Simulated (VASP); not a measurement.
# SnSe2 (P-1) in VASP: single point with PBE

Aim: the single point of SnSe2 with PBE.

Everything below comes from runs of VASP 6.6.1. Logs are shortened: lines on timing, memory, paths and dates and some standing lists are left out, and cuts for length are marked.

**1. The cell of the first run**

The typed cell holds 3 atoms: a = 3.639 Å, b = 3.852 Å, c = 7.180 Å, α = 90.00°, β = 90.00°, γ = 118.13°.

**2. Single point, PBE (uniaxial strain along a: -6.0 %, then relaxed in part)**

The input, INCAR:

```
SYSTEM = SnSe2
  PREC = Accurate
  ENCUT = 520
  EDIFF = 1E-6
  ISMEAR = 0
  SIGMA = 0.02
  LREAL = .FALSE.
  LASPH = .TRUE.
  NELM = 60
  ALGO = Normal
  ISIF = 2
  LWAVE = .FALSE.
  LCHARG = .TRUE.
  GGA = PE
  LELF = .TRUE.
  LVHAR = .TRUE.
  NBANDS = 20
```

The input, KPOINTS:

```
regular mesh
0
G
  12 12 4
  0 0 0
```

The input, POSCAR:

```
SnSe2
1.0
    3.6393715730      0.0017090102      0.0000000000
   -1.8180876515      3.3964351292      0.0000000000
    0.0000000000      0.0000000000      7.1799421216
Sn Se
1 2
Direct
    0.0000000000      0.0000000000      0.0000000000
    0.6699840238      0.3401307204      0.7738303408
    0.3300159762      0.6598692796      0.2261696592
```

Potentials or basis: VASP PAW PBE potentials, release 64 (Sn_d, Se).

Started as:

```sh
> cat potpaw_PBE.64/Sn_d/POTCAR potpaw_PBE.64/Se/POTCAR > POTCAR
> mpirun -np 1 vasp_std > vasp.out
```

OUTCAR:

```text
SYSTEM = SnSe2
   PREC = Accurate
   ENCUT = 520
   EDIFF = 1E-6
   ISMEAR = 0
   LREAL = .FALSE.
   LASPH = .TRUE.
   NELM = 60
   ISIF = 2
   GGA = PE

 ion  position               nearest neighbor table
   1  0.000  0.000  0.000-   2 2.70   3 2.70   2 2.70   3 2.70   2 2.77   3 2.77
   2  0.670  0.340  0.774-   1 2.70   1 2.70   1 2.77
   3  0.330  0.660  0.226-   1 2.70   1 2.70   1 2.77

  LATTYP: Found a simple monoclinic cell.
 ALAT       =     3.6393719743
 B/A-ratio  =     1.9728519570
 C/A-ratio  =     1.0585424322
 COS(beta)  =    -0.4715186729

  Lattice vectors:

 A1 = (   3.6393715730,   0.0017090102,   0.0000000000)
 A2 = (   0.0000000000,   0.0000000000,  -7.1799421216)
 A3 = (  -1.8180876515,   3.3964351292,   0.0000000000)

Analysis of symmetry for initial positions (statically):
=====================================================================
 Subroutine PRICEL returns:
 Original cell was already a primitive cell.

 Routine SETGRP: Setting up the symmetry group for a
 simple monoclinic supercell.

 Subroutine GETGRP returns: Found  2 space group operations
 (whereof  2 operations were pure point group operations)
 out of a pool of  4 trial point group operations.

The static configuration has the point symmetry S_2 .

Analysis of symmetry for dynamics (positions and initial velocities):
=====================================================================
 Subroutine PRICEL returns:
 Original cell was already a primitive cell.

 Routine SETGRP: Setting up the symmetry group for a
 simple monoclinic supercell.

 Subroutine GETGRP returns: Found  2 space group operations
 (whereof  2 operations were pure point group operations)
 out of a pool of  4 trial point group operations.

The dynamic configuration has the point symmetry S_2 .

 Subroutine INISYM returns: Found  2 space group operations
 (whereof  2 operations are pure point group operations),
 and found     1 'primitive' translations

----------------------------------------------------------------------------------------

                                     Primitive cell

  volume of cell :      88.7728

  direct lattice vectors                    reciprocal lattice vectors
     3.639371573  0.001709010  0.000000000     0.274703661  0.147046923  0.000000000
    -1.818087651  3.396435129  0.000000000    -0.000138225  0.294352360  0.000000000
     0.000000000  0.000000000  7.179942122     0.000000000  0.000000000  0.139276889

  length of vectors
     3.639371974  3.852429661  7.179942122     0.311584497  0.294352392  0.139276889

  position of ions in fractional coordinates (direct lattice)
     0.000000000  0.000000000  0.000000000
     0.669984024  0.340130720  0.773830341
     0.330015976  0.659869280  0.226169659

  ion indices of the primitive-cell ions
   primitive index   ion index
                 1           1
                 2           2
                 3           3

----------------------------------------------------------------------------------------

 KPOINTS: regular mesh

Automatic generation of k-mesh.
 Grid dimensions read from file:
 generate k-points for:   12   12    4

 Generating k-lattice:

  Cartesian coordinates                     Fractional coordinates (reciprocal lattice)
     0.022891972  0.012253910  0.000000000     0.083333333  0.000000000  0.000000000
    -0.000011519  0.024529363  0.000000000     0.000000000  0.083333333  0.000000000
     0.000000000  0.000000000  0.034819222     0.000000000  0.000000000  0.250000000

  Length of vectors
     0.025965375  0.024529366  0.034819222

  Shift w.r.t. Gamma in fractional coordinates (k-lattice)
     0.000000000  0.000000000  0.000000000

 Subroutine IBZKPT returns following result:
 ===========================================

 Found    292 irreducible k-points:

 Following reciprocal coordinates:
            Coordinates               Weight
  0.000000  0.000000  0.000000      1.000000
  0.083333 -0.000000  0.000000      2.000000
  0.166667 -0.000000  0.000000      2.000000
  0.250000 -0.000000  0.000000      2.000000
  0.333333  0.000000  0.000000      2.000000
  0.416667 -0.000000  0.000000      2.000000
[... 16 lines left out ...]
  0.250000  0.166667  0.000000      2.000000
  0.333333  0.166667  0.000000      2.000000
 [... further k-points ...]
   k-points           NKPTS =    292   k-points in BZ     NKDIM =    292   number of bands    NBANDS=     20
   number of dos      NEDOS =    301   number of ions     NIONS =      3
   total plane-waves  NPLWV =  45360
   dimension x,y,z NGX =    28 NGY =   30 NGZ =   54
   dimension x,y,z NGXF=    56 NGYF=   60 NGZF=  108
   ions per type =               1   2
   NGX,Y,Z   is equivalent  to a cutoff of  12.79, 12.95, 12.50 a.u.
   NGXF,Y,Z  is equivalent  to a cutoff of  25.58, 25.89, 25.01 a.u.
 SYSTEM =  SnSe2
   PREC   = accura    normal or accurate (medium, high low for compatibility)
   ISTART =      0    job   : 0-new  1-cont  2-samecut
   ICHARG =      2    charge: 1-file 2-atom 10-const
   ISPIN  =      1    spin polarized calculation?
   LNONCOLLINEAR =      F non collinear calculations
   LSORBIT =      F    spin-orbit coupling
   LASPH  =      T    aspherical Exc in radial PAW
   ENCUT  =  520.0 eV  38.22 Ry    6.18 a.u.   6.77  7.16 13.35*2*pi/ulx,y,z
   NELM   =     60;   NELMIN=  2; NELMDL= -5     # of ELM steps
   EDIFF  = 0.1E-05   stopping-criterion for ELM
   LREAL  =      F    real-space projection
   EDIFFG = 0.1E-04   stopping-criterion for IOM
   NSW    =      0    number of steps for IOM
   IBRION =     -1    ionic relax: 0-MD 1-quasi-New 2-CG
   NFREE  =      0    steps in history (QN), initial steepest desc. (CG)
   ISIF   =      2    stress and relaxation
   ISYM   =      2    0-nonsym 1-usesym 2-fastsym
   POTIM  = 0.5000    time-step for ionic-motion
   TEBEG  =    0.0;   TEEND  =   0.0 temperature during run
   PSTRESS=    0.0 pullay stress
   NELECT =      26.0000    total number of electrons
   NUPDOWN=      -1.0000    fix difference up-down
   EMIN   =  10.00;   EMAX   =-10.00  energy-range for DOS
   EFERMI =   0.00;   METHOD = LEGACY
   ISMEAR =     0;   SIGMA  =   0.02  broadening in eV -4-tet -1-fermi 0-gaus
   EFERMI_NEDOS =   21; number of points for ismear=-14 and -15
   IALGO  =     38    algorithm
   IMIX   =      4    mixing-type and parameters
     AMIX     =   0.40;   BMIX     =  1.00
     AMIX_MAG =   1.60;   BMIX_MAG =  1.00
  volume/ion in A,a.u.               =      29.59       199.69
  Fermi-wavevector in a.u.,A,eV,Ry     =   1.087191  2.054494 16.081884  1.181985
  Thomas-Fermi vector in A             =   2.223345
   LORBIT       =      0    0 simple, 1 ext, 2 COOP (PROOUT), +10 PAW based schemes
   GGA     = PE    functional components
   LHFCALC =     F    Hartree Fock is set to
   AEXX    =    0.0000 exact exchange contribution
   IVDW    =     0    specifies the selected vdW correction
   LEPSILON=     F    determine dielectric tensor
   LRPA    =     F    only Hartree local field effects (RPA)
 non-spin polarized calculation
 Gauss-broadening in eV      SIGMA  =   0.02
  energy-cutoff  :      520.00
  volume of cell :       88.77
 maximum number of plane-waves:      2418
   NGX = 13   NGY = 15   NGZ = 27

 number of electron      26.0000007 magnetization

 Free energy of the ion-electron system (eV)
  ---------------------------------------------------
  ext. energy  EPLUGINS =         0.00000000
  ---------------------------------------------------
  free energy    TOTEN  =       -11.77833844 eV

  energy without entropy =      -11.77833844  energy(sigma->0) =      -11.77833844

 E-fermi :   3.2144     XC(G=0):  -8.6572

 val. band max:        3.1295179760   @ k =   0.0000  -0.1667   0.2500
 cond. band min:       3.2950658325   @ k =   0.5000   0.5000   0.5000
 fundamental gap:      0.1655478565
 Fermi energy:         3.2144176088

 k-point     1 :       0.0000    0.0000    0.0000
  band No.  band energies     occupation
      1     -18.4081      2.00000
      2     -18.3749      2.00000
      3     -18.3420      2.00000
      4     -18.3419      2.00000
      5     -18.3254      2.00000
      6     -10.8310      2.00000
[... 12 lines left out ...]
     19      11.3342      0.00000
     20      11.5769      0.00000

 k-point     2 :       0.0833   -0.0000    0.0000
  band No.  band energies     occupation
      1     -18.4047      2.00000
      2     -18.3768      2.00000
      3     -18.3447      2.00000
      4     -18.3401      2.00000
      5     -18.3255      2.00000
      6     -10.7588      2.00000
[... 12 lines left out ...]
     19      11.1928      0.00000
     20      11.6163      0.00000

 k-point     3 :       0.1667   -0.0000    0.0000
  band No.  band energies     occupation
      1     -18.3992      2.00000
      2     -18.3801      2.00000
      3     -18.3515      2.00000
      4     -18.3348      2.00000
      5     -18.3248      2.00000
      6     -10.5470      2.00000
[... 12 lines left out ...]
     19      10.8597      0.00000
     20      11.5437      0.00000

 k-point     4 :       0.2500   -0.0000    0.0000
  band No.  band energies     occupation
      1     -18.4064      2.00000
      2     -18.3743      2.00000
      3     -18.3593      2.00000
      4     -18.3279      2.00000
      5     -18.3206      2.00000
      6     -10.2138      2.00000
[... 12 lines left out ...]
     19      10.9539      0.00000
     20      11.5125      0.00000

 k-point     5 :       0.3333    0.0000    0.0000
  band No.  band energies     occupation
      1     -18.4203      2.00000
      2     -18.3683      2.00000
      3     -18.3642      2.00000
      4     -18.3216      2.00000
      5     -18.3119      2.00000
      6      -9.8000      2.00000
[... 12 lines left out ...]
     19      10.9114      0.00000
     20      12.1829      0.00000
[... 353 lines left out ...]
      6     -10.3953      2.00000
[... 12 lines left out ...]
     19      10.9633      0.00000
     20      11.1164      0.00000

 k-point    22 :       0.1667    0.1667    0.0000
  band No.  band energies     occupation
      1     -18.4155      2.00000
      2     -18.3702      2.00000
      3     -18.3511      2.00000
      4     -18.3332      2.00000
      5     -18.3201      2.00000
      6     -10.0895      2.00000
[... 12 lines left out ...]
     19      10.4615      0.00000
     20      11.4345      0.00000

 k-point    23 :       0.2500    0.1667    0.0000
  band No.  band energies     occupation
      1     -18.4153      2.00000
      2     -18.3750      2.00000
      3     -18.3569      2.00000
      4     -18.3269      2.00000
      5     -18.3140      2.00000
      6      -9.7024      2.00000
[... 12 lines left out ...]
     19      11.0324      0.00000
     20      11.6150      0.00000

 k-point    24 :       0.3333    0.1667    0.0000
  band No.  band energies     occupation
      1     -18.4198      2.00000
      2     -18.3760      2.00000
      3     -18.3619      2.00000
      4     -18.3186      2.00000
      5     -18.3100      2.00000
      6      -9.3094      2.00000
[... 12 lines left out ...]
     19      11.3628      0.00000
     20      12.4220      0.00000

 [... further k-points ...]

------------------------ aborting loop because EDIFF is reached ----------------------------------------

  FORCE on cell =-STRESS in cart. coord.  units (eV):
  Direction    XX          YY          ZZ          XY          YZ          ZX
  --------------------------------------------------------------------------------------
  -------------------------------------------------------------------------------------
  Total        3.2733897      0.0200075      0.0474356     -0.0154856     -0.0032684      0.0004308
  in kB       59.0783659      0.3610970      0.8561208     -0.2794857     -0.0589876      0.0077753
  external PRESSURE =      20.0985279 kB  Pullay stress =       0.0000000 kB

 VOLUME and BASIS-vectors are now :
 -----------------------------------------------------------------------------
  energy-cutoff  :      520.00
  volume of cell :       88.77
      direct lattice vectors                 reciprocal lattice vectors
     3.639371573  0.001709010  0.000000000     0.274703661  0.147046923  0.000000000
    -1.818087651  3.396435129  0.000000000    -0.000138225  0.294352360  0.000000000
     0.000000000  0.000000000  7.179942122     0.000000000  0.000000000  0.139276889

 POSITION                                       TOTAL-FORCE (eV/Angst)
 -----------------------------------------------------------------------------------
      0.00000      0.00000      0.00000         0.000000      0.000000      0.000000
      1.81993      1.15638      5.55606        -0.000133      0.000210     -0.014688
      0.00135      2.24177      1.62389         0.000133     -0.000210      0.014688
 -----------------------------------------------------------------------------------
    total drift:                                0.000000     -0.000000     -0.000000

  FREE ENERGIE OF THE ION-ELECTRON SYSTEM (eV)
  ---------------------------------------------------
  free  energy   TOTEN  =       -11.7783384436 eV

  energy  without entropy=      -11.7783384436  energy(sigma->0) =      -11.77833844
```

Run time: 3.8 min. Hardware: 1 thread of AMD EPYC 9R45 (Zen 5), shared host; peak memory 0.55 GiB.

Results:

- Free energy: -11.7783 eV
- Pressure: 2.0 GPa
- Largest force: 0.015 eV/Å
- Band gap on the k mesh: 0.17 eV (least direct gap 0.92 eV)

Forces on the atoms (eV/Å):
```
Sn   0.000  0.000  0.000
Se   0.000  0.000 -0.015
Se   0.000  0.000  0.015
```

Levels at points of the mesh, in eV from the valence-band top:
| k point | band 9 | band 10 | band 11 | band 12 | band 13 | band 14 | band 15 | band 16 | band 17 | band 18 |
| --- | --- | --- | --- | --- | --- | --- | --- | --- | --- | --- |
| (0.00, 0.00, 0.00) | -1.35 | -0.84 | -0.58 | -0.42 | -0.09 | 0.99 | 2.79 | 4.37 | 4.79 | 6.60 |
| (0.50, 0.00, 0.00) | -4.79 | -2.96 | -2.59 | -1.29 | -0.80 | 0.39 | 3.36 | 5.03 | 5.17 | 5.50 |
| (0.00, 0.50, 0.00) | -4.78 | -3.12 | -1.98 | -1.33 | -0.24 | 0.95 | 4.08 | 5.26 | 5.49 | 5.75 |
| (0.50, 0.50, 0.00) | -4.79 | -2.96 | -2.60 | -1.29 | -0.81 | 0.38 | 3.35 | 5.02 | 5.17 | 5.50 |
| (0.00, 0.00, 0.50) | -2.15 | -0.93 | -0.55 | -0.44 | -0.06 | 1.88 | 2.72 | 4.29 | 4.74 | 7.11 |
| (0.50, 0.00, 0.50) | -4.89 | -2.80 | -2.45 | -1.13 | -0.88 | 0.17 | 3.62 | 4.38 | 5.20 | 5.28 |
| (0.00, 0.50, 0.50) | -4.88 | -2.80 | -1.95 | -1.17 | -0.31 | 0.61 | 4.04 | 4.66 | 5.24 | 5.95 |
| (0.50, 0.50, 0.50) | -4.89 | -2.81 | -2.45 | -1.13 | -0.89 | 0.17 | 3.61 | 4.38 | 5.20 | 5.27 |

Caveat: the cell differs from its parent crystal (uniaxial strain along a: -6.0 %, then relaxed in part); spin-orbit coupling is left out, which moves the levels of the heavy elements. A k mesh can miss the band edges.
